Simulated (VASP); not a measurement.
Runs of VASP 6.6.1 on Bi. The structure is that of space group P6_3/mmc (No. 194), or close to it. The cells are those of the table. This isn't the form of Bi at room conditions, which is rhombohedral.

```csv
task,cell,k mesh,cutoff (eV),gap on the mesh (eV),pressure (GPa)
single point,"a = 3.603, b = 3.603, c = 12.068 Å, angles 90.0, 90.0, 120.0°, 4 atoms",12 × 12 × 3,520,none,-1.8
single point,"a = 3.556, b = 3.556, c = 11.911 Å, angles 90.0, 90.0, 120.0°, 4 atoms",10 × 10 × 3,520,none,-0.1
single point,"a = 3.648, b = 3.648, c = 12.220 Å, angles 90.0, 90.0, 120.0°, 4 atoms",12 × 12 × 3,520,none,(b)
single point,"a = 3.556, b = 3.556, c = 11.911 Å, angles 90.0, 90.0, 120.0°, 4 atoms",13 × 13 × 4,520,none,-0.1
relaxation of cell and atoms,"relaxed from a = 3.558, b = 3.558, c = 11.620 Å, angles 90.0, 90.0, 120.0°, 4 atoms",10 × 10 × 3,600,none,0.0
single point,"a = 3.458, b = 3.458, c = 11.584 Å, angles 90.0, 90.0, 120.0°, 4 atoms",12 × 12 × 3,520,none,4.6
single point,"a = 3.407, b = 3.407, c = 11.414 Å, angles 90.0, 90.0, 120.0°, 4 atoms",12 × 12 × 3,520,none,(a)
single point,"a = 3.508, b = 3.508, c = 11.750 Å, angles 90.0, 90.0, 120.0°, 4 atoms",12 × 12 × 3,520,none,2.0
```

Alike in all rows: level RPBE; potentials or basis VASP PAW PBE potentials, release 64 (Bi_d); no spin polarisation; smearing fermi-dirac 0.1 eV.

**Question.** Estimate the missing entries.

**Answer.** (a) 8.0; (b) -3.2.

Caveats: the PAW data sets were made with another functional, which shifts forces and pressure a little; spin-orbit coupling is left out, which moves the levels of the heavy elements; the cell stands under pressure (at least some runs); the cell stands under tension (at least some runs).

A k mesh can miss the band edges, and the runs leave out spin-orbit coupling on Bi.

A gap of «none» marks levels without a gap at the run's occupations.
